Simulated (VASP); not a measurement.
**Al7GaO12: single point with PBEsol**

Crystal: Al7GaO12.

```
CELL_PARAMETERS angstrom
4.80200 -0.00036 0.00012
-0.00032 2.77262 -4.35628
-0.00030 5.54723 4.35754
ATOMIC_POSITIONS crystal
Ga 0.00034 0.28552 0.35704
Al 0.49967 0.79455 0.85288
Al 0.99908 0.69923 0.14728
Al 0.50090 0.20346 0.65141
Al 0.99983 0.70674 0.64899
Al 0.50019 0.20367 0.14572
Al 0.00073 0.29662 0.85242
Al 0.49932 0.79494 0.35198
O 0.80563 0.00198 0.74954
O 0.31084 0.50117 0.24570
O 0.84790 0.66254 0.40399
O 0.34701 0.15211 0.90263
O 0.34599 0.84787 0.59743
O 0.84263 0.35015 0.09272
O 0.19959 0.99127 0.24376
O 0.69499 0.50117 0.74890
O 0.15759 0.35144 0.60485
O 0.65617 0.84935 0.09616
O 0.63875 0.15260 0.40375
O 0.15285 0.65362 0.90287
```

| Item | Value |
| --- | --- |
| Program | VASP 6.6.1 |
| Task | single point |
| Functional | PBEsol |
| Potentials or basis | VASP PAW PBE potentials, release 64 (Ga_d, Al, O) |
| Cutoff | 520 eV |
| k mesh | 6 × 6 × 4 |
| Occupations | gaussian, width 0.02 eV |
| Spin | no spin polarisation |

* Pressure: 0.1 GPa
* Largest force: 0.036 eV/Å
* Band gap on the k mesh: 5.32 eV (least direct gap 5.37 eV)

Forces in eV/Å, atoms in the order of the input:
```
Ga   0.004 -0.001  0.036
Al  -0.002 -0.001 -0.003
Al   0.001  0.001  0.003
Al  -0.001  0.000 -0.002
Al  -0.001  0.000  0.003
Al   0.002  0.002  0.005
Al   0.002 -0.003  0.000
Al  -0.003  0.002 -0.004
O   -0.005 -0.002  0.000
O    0.017 -0.004 -0.021
O   -0.004  0.016 -0.020
O    0.001 -0.003  0.005
O    0.006  0.002 -0.006
O   -0.010 -0.011 -0.018
O    0.011 -0.012  0.007
O    0.005  0.000 -0.001
O    0.002  0.017  0.008
O   -0.002  0.002 -0.005
O   -0.018 -0.005  0.008
O   -0.004 -0.001  0.005
```

Levels at points of the mesh, in eV from the valence-band top:
```csv
k point,band 49,band 50,band 51,band 52,band 53,band 54,band 55,band 56,band 57,band 58
"(0.00, 0.00, 0.00)",-0.39,-0.25,-0.08,-0.05,-0.05,5.32,7.88,8.79,9.44,9.54
"(0.50, 0.00, 0.00)",-0.51,-0.37,-0.26,-0.18,-0.09,6.83,8.30,8.78,9.07,9.29
"(0.00, 0.50, 0.00)",-0.63,-0.49,-0.43,-0.42,-0.23,6.94,8.12,8.99,9.50,9.76
"(0.50, 0.50, 0.00)",-0.85,-0.67,-0.61,-0.26,-0.19,7.23,9.25,9.38,9.50,9.52
"(0.00, 0.00, 0.50)",-0.52,-0.34,-0.28,-0.21,-0.09,6.33,7.36,8.73,9.55,9.70
"(0.50, 0.00, 0.50)",-0.79,-0.36,-0.30,-0.20,-0.17,6.94,8.98,9.00,9.17,9.20
"(0.00, 0.50, 0.50)",-0.44,-0.39,-0.36,-0.21,-0.13,6.93,8.14,8.64,9.06,9.21
"(0.50, 0.50, 0.50)",-0.69,-0.61,-0.58,-0.51,-0.37,7.25,9.25,9.37,9.42,9.64
```

Run time: 25 min on 1 thread of Oxide Virtual Turin-like Processor, on a shared host, peak memory 0.59 GiB.

Caveat: the PAW data sets were made with another functional, which shifts forces and pressure a little. A k mesh can miss the band edges.
